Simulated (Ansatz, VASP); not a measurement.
# Ge7Au in VASP and in Ansatz

```
CELL_PARAMETERS angstrom
5.61852 0.00000 0.00000
0.00000 5.61852 0.00000
0.00000 0.00000 5.61852
ATOMIC_POSITIONS crystal
Ge 0.25186 0.25186 0.25186
Ge 0.00000 0.50000 0.50000
Ge 0.50000 0.50000 0.00000
Ge 0.50000 0.00000 0.50000
Ge 0.74814 0.25186 0.74814
Ge 0.74814 0.74814 0.25186
Ge 0.25186 0.74814 0.74814
Au 0.00000 0.00000 0.00000
```

Alike in both runs: functional PBE; k mesh 8 × 8 × 8; occupations gaussian, width 0.1 eV; no spin polarisation.

Ansatz relaxed the structure, and its values are those at the end. VASP's run is a single point on that final structure, the one shown.

|  | VASP | Ansatz |
| --- | --- | --- |
| version | VASP 6.6.1 | Ansatz 0.2.0 |
| potentials or method | VASP PAW PBE potentials, release 64 (Ge_d, Au), cutoff 520 eV | scalar-relativistic, plane waves, PAW |
| valence electrons in the cell | 109 | 117 |

Ansatz gave:

| Item | Value |
| --- | --- |
| gap on the k mesh at the Fermi level (eV) | none |
| pressure (GPa) | 6.8 |
| rms of the force components (eV/Å) | 0.003 |

Question: Which values does VASP return?

Answer: gap on the k mesh at the Fermi level (eV): none; pressure (GPa): 6.7; rms of the force components (eV/Å): 0.002.

A gap of «none» marks a metal or a gap that the smearing closes. VASP's potentials hold 109 valence electrons a cell and Ansatz's 117, so a difference there can come from the potentials and not from the codes. Ansatz's warnings: stress scf threshold loose.

Spin-orbit coupling is off throughout.
